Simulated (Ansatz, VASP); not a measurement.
# C in VASP and in Ansatz

```xyz
8
Lattice="3.5724 0.0208 -0.0337 -0.0208 -3.5447 0.0156 0.0337 0.0156 -3.5350" Properties=species:S:1:pos:R:3 pbc="T T T"
C     1.7480    0.0232    0.1946
C    -0.0047   -1.8677   -0.0968
C    -0.0091   -0.1439   -1.8372
C     1.9788   -1.9743   -1.6325
C     2.5642   -2.5886   -2.8091
C     0.9545   -0.6669   -2.3880
C     0.6474   -2.4809   -1.0164
C     2.8768   -0.8259   -1.0739
```

Change from the starting cell: all atoms moved at random (sigma 0.15 Å a component), cell strained at random (sigma 0.01).

Alike in both runs: task single point; functional LDA; k mesh 6 × 6 × 6; occupations gaussian, width 0.05 eV; no spin polarisation.

```csv
,VASP,Ansatz
version,VASP 6.6.1,Ansatz 0.2.0
potentials or method,"VASP PAW LDA potentials, release 64 (C), cutoff 520 eV","scalar-relativistic, plane waves, PAW"
valence electrons in the cell,32,32
```

|  | VASP | Ansatz | Ansatz less VASP |
| --- | --- | --- | --- |
| gap on the k mesh at the Fermi level (eV) | none | none | - |
| pressure (GPa) | 57.2 | 55.9 | -1.30 |
| traceless stress, the component that is largest in VASP (GPa) | -21.53 | -21.71 | -0.181 |
| rms of the force components (eV/Å) | 6.999 | 6.986 | -0.0124 |

LDA's correlation is that of Perdew and Zunger in VASP and of Perdew and Wang (1992) in Ansatz. Atom by atom the forces differ by 0.024 eV/Å (rms over components). A gap of «none» marks a metal or a gap that the smearing closes. Both programs put the cell under a high pressure, so it lies far from rest at this level.
